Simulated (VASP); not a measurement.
# SbPb in VASP: further runs

The runs below take SbPb through single point, with r2SCAN.

Everything below comes from runs of VASP 6.6.1. Logs are shortened: lines on timing, memory, paths and dates and some standing lists are left out, and cuts for length are marked.

## (1) The cell of the first run

The cell holds a slab with vacuum, 4 atoms: a = 5.453 Å, b = 3.390 Å, c = 17.924 Å, α = 90.00°, β = 90.00°, γ = 90.00°.

## (2) Single point, r2SCAN

POSCAR

```
SbPb
1.0
    5.4534750000      0.0000000000      0.0000000000
    0.0000000000      3.3901620000      0.0000000000
    0.0000000000      0.0000000000     17.9235561063
Sb Pb
2 2
Direct
    0.5000000000      0.3749203410      0.4542170828
    0.5000000000      0.1247610230      0.6373487515
    0.0000000000      0.0000000000      0.3626512485
    0.0000000000      0.7498406820      0.5457829172
```

INCAR.step1

```
PREC = Accurate
ENCUT = 520
ISMEAR = 1
SIGMA = 0.05
LREAL = F
LASPH = T
NELM = 80
LDIPOL = T
IDIPOL = 3
DIPOL = 0.5 0.5 0.500
NBANDS = 27
GGA = PE
ALGO = Normal
EDIFF = 1E-4
LWAVE = T
LCHARG = F
```

INCAR.step2

```
PREC = Accurate
ENCUT = 520
EDIFF = 1E-6
ISMEAR = 1
SIGMA = 0.05
LREAL = F
LASPH = T
NELM = 80
ALGO = Normal
ISIF = 2
LWAVE = F
LCHARG = F
LDIPOL = T
IDIPOL = 3
DIPOL = 0.5 0.5 0.500
METAGGA = R2SCAN
LMIXTAU = T
NBANDS = 27
ISTART = 1
```

KPOINTS

```
Automatic mesh
0
Gamma
  3 5 1
```

Potentials or basis: VASP PAW PBE potentials, release 64 (Sb, Pb_d).

Run with:

```
$ cat potpaw_PBE.64/Sb/POTCAR potpaw_PBE.64/Pb_d/POTCAR > POTCAR
$ cp INCAR.step1 INCAR
$ mpirun -np 1 vasp_std > vasp.out
$ cp INCAR.step2 INCAR
$ mpirun -np 1 vasp_std > vasp.out
```

OUTCAR:

```text
PREC = Accurate
   ENCUT = 520
   EDIFF = 1E-6
   ISMEAR = 1
   LREAL = F
   LASPH = T
   NELM = 80
   ISIF = 2
   METAGGA = R2SCAN
   ISTART = 1

 ion  position               nearest neighbor table
   1  0.500  0.375  0.454-   2 3.39   3 3.43   3 3.43   4 3.43   4 3.43   3 3.82   3 3.82   4 3.82
                             4 3.82
   2  0.500  0.125  0.637-   1 3.39   4 3.43   4 3.43   4 3.82   4 3.82
   3  0.000  0.000  0.363-   4 3.39   1 3.43   1 3.43   1 3.82   1 3.82
   4  0.000  0.750  0.546-   3 3.39   2 3.43   2 3.43   1 3.43   1 3.43   2 3.82   2 3.82   1 3.82
                             1 3.82

  LATTYP: Found a simple orthorhombic cell.
 ALAT       =     3.3901620000
 B/A-ratio  =     1.6086178183
 C/A-ratio  =     5.2869320423

  Lattice vectors:

 A1 = (   0.0000000000,  -3.3901620000,   0.0000000000)
 A2 = (   5.4534750000,   0.0000000000,   0.0000000000)
 A3 = (   0.0000000000,   0.0000000000,  17.9235561063)

Analysis of symmetry for initial positions (statically):
=====================================================================
 Subroutine PRICEL returns:
 Original cell was already a primitive cell.

 Routine SETGRP: Setting up the symmetry group for a
 simple orthorhombic supercell.

 Subroutine GETGRP returns: Found  2 space group operations
 (whereof  2 operations were pure point group operations)
 out of a pool of  8 trial point group operations.

The static configuration has the point symmetry C_1h.

Analysis of symmetry for dynamics (positions and initial velocities):
=====================================================================
 Subroutine PRICEL returns:
 Original cell was already a primitive cell.

 Routine SETGRP: Setting up the symmetry group for a
 simple orthorhombic supercell.

 Subroutine GETGRP returns: Found  2 space group operations
 (whereof  2 operations were pure point group operations)
 out of a pool of  8 trial point group operations.

The dynamic configuration has the point symmetry C_1h.

 Subroutine INISYM returns: Found  2 space group operations
 (whereof  2 operations are pure point group operations),
 and found     1 'primitive' translations

----------------------------------------------------------------------------------------

                                     Primitive cell

  volume of cell :     331.3736

  direct lattice vectors                    reciprocal lattice vectors
     5.453475000  0.000000000  0.000000000     0.183369320  0.000000000  0.000000000
     0.000000000  3.390162000  0.000000000     0.000000000  0.294971155  0.000000000
[... 77 lines left out ...]
   ISYM   =      2    0-nonsym 1-usesym 2-fastsym
   POTIM  = 0.5000    time-step for ionic-motion
   TEBEG  =    0.0;   TEEND  =   0.0 temperature during run
   PSTRESS=    0.0 pullay stress
   NELECT =      38.0000    total number of electrons
   NUPDOWN=      -1.0000    fix difference up-down
   EMIN   =  10.00;   EMAX   =-10.00  energy-range for DOS
   EFERMI =   0.00;   METHOD = LEGACY
   ISMEAR =     1;   SIGMA  =   0.05  broadening in eV -4-tet -1-fermi 0-gaus
   EFERMI_NEDOS =   21; number of points for ismear=-14 and -15
   IALGO  =     38    algorithm
   IMIX   =      4    mixing-type and parameters
     AMIX     =   0.40;   BMIX     =  1.00
     AMIX_MAG =   1.60;   BMIX_MAG =  1.00
  volume/ion in A,a.u.               =      82.84       559.05
  Fermi-wavevector in a.u.,A,eV,Ry     =   0.795359  1.503011  8.606997  0.632596
  Thomas-Fermi vector in A             =   1.901672
   LORBIT       =      0    0 simple, 1 ext, 2 COOP (PROOUT), +10 PAW based schemes
   METAGGA = R2SCAN    functional components
   LHFCALC =     F    Hartree Fock is set to
   AEXX    =    0.0000 exact exchange contribution
   IVDW    =     0    specifies the selected vdW correction
   LEPSILON=     F    determine dielectric tensor
   LRPA    =     F    only Hartree local field effects (RPA)
 non-spin polarized calculation
 Methfessel and Paxton  Order N= 1 SIGMA  =   0.05
  energy-cutoff  :      520.00
  volume of cell :      331.37
 maximum number of plane-waves:      8954
 NGX is ok and might be reduce to    42
   NGX = 21   NGY = 13   NGZ = 67

 number of electron      37.9999996 magnetization

 dipolmoment           0.000000      0.000000      0.088313 electrons x Angstroem

 Free energy of the ion-electron system (eV)
  ---------------------------------------------------
  ext. energy  EPLUGINS =         0.00000000
  ---------------------------------------------------
  free energy    TOTEN  =      -162.49169285 eV

  energy without entropy =     -162.48983217  energy(sigma->0) =     -162.49107262

 E-fermi :  -0.0204     XC(G=0):  -4.6754

 val. band max:       -0.1539019903   @ k =   0.3333   0.0000   0.0000
 cond. band min:      -0.0203519754   @ k =   0.0000   0.4000   0.0000
 fundamental gap:      0.1335500149
 Fermi energy:        -0.0203828804

 k-point     1 :       0.0000    0.0000    0.0000
  band No.  band energies     occupation
      1     -17.8442      2.00000
      2     -17.7641      2.00000
      3     -17.7317      2.00000
      4     -17.7164      2.00000
      5     -17.6027      2.00000
      6     -17.5932      2.00000
[... 169 lines left out ...]
     26       3.8258      0.00000
     27       5.7095      0.00000

------------------------ aborting loop because EDIFF is reached ----------------------------------------

 vacuum level on the upper side and lower side of the slab       (xc-potential included)         0.353        -0.482

  FORCE on cell =-STRESS in cart. coord.  units (eV):
  Direction    XX          YY          ZZ          XY          YZ          ZX
  --------------------------------------------------------------------------------------
  -------------------------------------------------------------------------------------
  Total       -3.9048480     -3.0115233     -4.2272752      0.0000000      0.0012369      0.0000000
  in kB      -18.8797725    -14.5605859    -20.4386944      0.0000000      0.0059804      0.0000000
  external PRESSURE =     -17.9596843 kB  Pullay stress =       0.0000000 kB

 VOLUME and BASIS-vectors are now :
 -----------------------------------------------------------------------------
  energy-cutoff  :      520.00
  volume of cell :      331.37
      direct lattice vectors                 reciprocal lattice vectors
     5.453475000  0.000000000  0.000000000     0.183369320  0.000000000  0.000000000
     0.000000000  3.390162000  0.000000000     0.000000000  0.294971155  0.000000000
     0.000000000  0.000000000 17.923556106     0.000000000  0.000000000  0.055792500

 POSITION                                       TOTAL-FORCE (eV/Angst)
 -----------------------------------------------------------------------------------
      2.72674      1.27104      8.14119         0.000000     -0.591011      0.349854
      2.72674      0.42296     11.42356         0.000000      0.020628     -1.224976
      0.00000      0.00000      6.50000         0.000000      0.305083      0.491137
      0.00000      2.54208      9.78237         0.000000      0.265300      0.383985
 -----------------------------------------------------------------------------------
    total drift:                               -0.000000      0.000097      0.001407

  FREE ENERGIE OF THE ION-ELECTRON SYSTEM (eV)
  ---------------------------------------------------
  free  energy   TOTEN  =      -162.4916928465 eV

  energy  without entropy=     -162.4898321684  energy(sigma->0) =     -162.49107262

 vacuum level on the upper side and lower side of the slab         4.388         3.523
```

OUTCAR.step1:

```text
PREC = Accurate
   ENCUT = 520
   ISMEAR = 1
   LREAL = F
   LASPH = T
   NELM = 80
   GGA = PE
[... 395 lines left out ...]
      0.00000      0.00000      6.50000         0.000000      0.243839      0.365595
      0.00000      2.54208      9.78237         0.000000      0.204882      0.409423
 -----------------------------------------------------------------------------------
    total drift:                                0.000000      0.000210     -0.002137

  FREE ENERGIE OF THE ION-ELECTRON SYSTEM (eV)
  ---------------------------------------------------
  free  energy   TOTEN  =       -14.2057702677 eV

  energy  without entropy=      -14.2038900546  energy(sigma->0) =      -14.20514353

 vacuum level on the upper side and lower side of the slab         3.729         3.021
```

OSZICAR.step1:

```text
N       E                     dE             d eps       ncg     rms          rms(c)
DAV:   1     0.342307448459E+03    0.34231E+03   -0.14991E+04   332   0.112E+03
DAV:   2     0.174332336832E+02   -0.32487E+03   -0.31995E+03   374   0.312E+02
DAV:   3    -0.130485677477E+02   -0.30482E+02   -0.30065E+02   408   0.125E+02
DAV:   4    -0.143052087673E+02   -0.12566E+01   -0.12556E+01   380   0.346E+01
DAV:   5    -0.143626167772E+02   -0.57408E-01   -0.57407E-01   471   0.632E+00    0.216E+00
DAV:   6    -0.142535693646E+02    0.10905E+00   -0.83820E-01   418   0.906E+00    0.128E+00
DAV:   7    -0.142544795510E+02   -0.91019E-03   -0.87099E-01   413   0.336E+00    0.991E-01
DAV:   8    -0.142098046197E+02    0.44675E-01   -0.35642E-01   413   0.369E+00    0.351E-01
DAV:   9    -0.142074204981E+02    0.23841E-02   -0.34773E-02   410   0.978E-01    0.141E-01
DAV:  10    -0.142069502282E+02    0.47027E-03   -0.24865E-03   413   0.367E-01    0.943E-02
DAV:  11    -0.142061894014E+02    0.76083E-03   -0.11632E-03   375   0.213E-01    0.366E-02
DAV:  12    -0.142058517652E+02    0.33764E-03   -0.34777E-04   330   0.139E-01    0.251E-02
DAV:  13    -0.142056780999E+02    0.17367E-03   -0.26139E-04   283   0.108E-01    0.124E-02
DAV:  14    -0.142057702677E+02   -0.92168E-04   -0.52264E-05   226   0.636E-02
   1 F= -.14205770E+02 E0= -.14205144E+02  d E =-.188021E-02
```

It took 5.6 min on 1 thread of Intel Xeon Platinum 8259CL at 2.50GHz (Skylake/Cascade Lake), shared host; peak memory 0.44 GiB.

What came out:

```
Free energy            : -162.4917 eV
Largest force          : 1.225 eV/Å
Band gap on the k mesh : zero (band 19 reaches 0.67 eV, above the bottom of band 20 at -0.56 eV)
```

Forces on the atoms (eV/Å):
```
Sb   0.000 -0.591  0.350
Sb   0.000  0.021 -1.225
Pb   0.000  0.305  0.491
Pb   0.000  0.265  0.384
```

Levels at points of the mesh, in eV from the Fermi level:
```csv
k point,band 14,band 15,band 16,band 17,band 18,band 19,band 20,band 21,band 22,band 23
"(0.00, 0.00, 0.00)",-7.97,-3.75,-2.31,-1.80,-1.38,0.36,1.23,1.95,3.08,3.55
```

Caveat: the k points lie up to 0.38 Å⁻¹ apart; the PAW data sets were made with another functional, which shifts forces and pressure a little; spin-orbit coupling is left out, which moves the levels of the heavy elements.

## (3) Single point, r2SCAN

This run uses another cell than the first one, of 96.71 Å³/atom, 1.167 times its volume.

POSCAR

```
SbPb
1.0
    5.4534750000      0.0000000000      0.0000000000
    0.0000000000      3.3901620000      0.0000000000
    0.0000000000      0.0000000000     20.9235561063
Sb Pb
2 2
Direct
    0.5000000000      0.3749203410      0.4607813949
    0.5000000000      0.1247610230      0.6176558153
    0.0000000000      0.0000000000      0.3823441847
    0.0000000000      0.7498406820      0.5392186051
```

INCAR.step1

```
SYSTEM = SbPb
PREC = Accurate
ENCUT = 520
ISMEAR = 1
SIGMA = 0.05
LREAL = .FALSE.
LASPH = .TRUE.
NELM = 100
LDIPOL = .TRUE.
IDIPOL = 3
DIPOL = 0.5 0.5 0.500
NBANDS = 27
GGA = PE
ALGO = Normal
EDIFF = 1E-4
LWAVE = .TRUE.
LCHARG = .FALSE.
```

INCAR.step2

```
SYSTEM = SbPb
PREC = Accurate
ENCUT = 520
EDIFF = 1E-7
ISMEAR = 1
SIGMA = 0.05
LREAL = .FALSE.
LASPH = .TRUE.
NELM = 100
ALGO = Normal
ISIF = 2
LWAVE = .FALSE.
LCHARG = .TRUE.
LDIPOL = .TRUE.
IDIPOL = 3
DIPOL = 0.5 0.5 0.500
METAGGA = R2SCAN
LMIXTAU = .TRUE.
LELF = .TRUE.
LVHAR = .TRUE.
LVACPOTAV = .TRUE.
NBANDS = 27
ISTART = 1
```

KPOINTS

```
regular mesh
0
G
  3 5 1
  0 0 0
```

Potentials or basis: VASP PAW PBE potentials, release 64 (Sb, Pb_d).

Run with:

```
$ cat potpaw_PBE.64/Sb/POTCAR potpaw_PBE.64/Pb_d/POTCAR > POTCAR
$ cp INCAR.step1 INCAR
$ mpirun -np 1 vasp_std > vasp.out
$ cp INCAR.step2 INCAR
$ mpirun -np 1 vasp_std > vasp.out
```

Run time: 10 min. Hardware: 1 thread of Intel Xeon Platinum 8259CL at 2.50GHz (Skylake/Cascade Lake), shared host; peak memory 0.51 GiB.

The run converged. Its results:

```yaml
Free_energy: -162.4917 eV
Largest_force: 1.225 eV/Å
Band_gap_on_the_k_mesh: zero (band 19 reaches 0.09 eV, above the bottom of band 20 at -1.14 eV)
```

Forces in eV/Å, atoms in the order of the input:
```
Sb   0.000 -0.591  0.351
Sb   0.000  0.021 -1.224
Pb   0.000  0.305  0.489
Pb   0.000  0.265  0.384
```

Levels at points of the mesh, in eV from the Fermi level:
| k point | band 16 | band 17 | band 18 | band 19 | band 20 | band 21 |
| --- | --- | --- | --- | --- | --- | --- |
| (0.00, 0.00, 0.00) | -2.31 | -1.80 | -1.38 | 0.36 | 1.23 | 1.94 |

Caveat: the k points lie up to 0.38 Å⁻¹ apart; the PAW data sets were made with another functional, which shifts forces and pressure a little; spin-orbit coupling is left out, which moves the levels of the heavy elements.
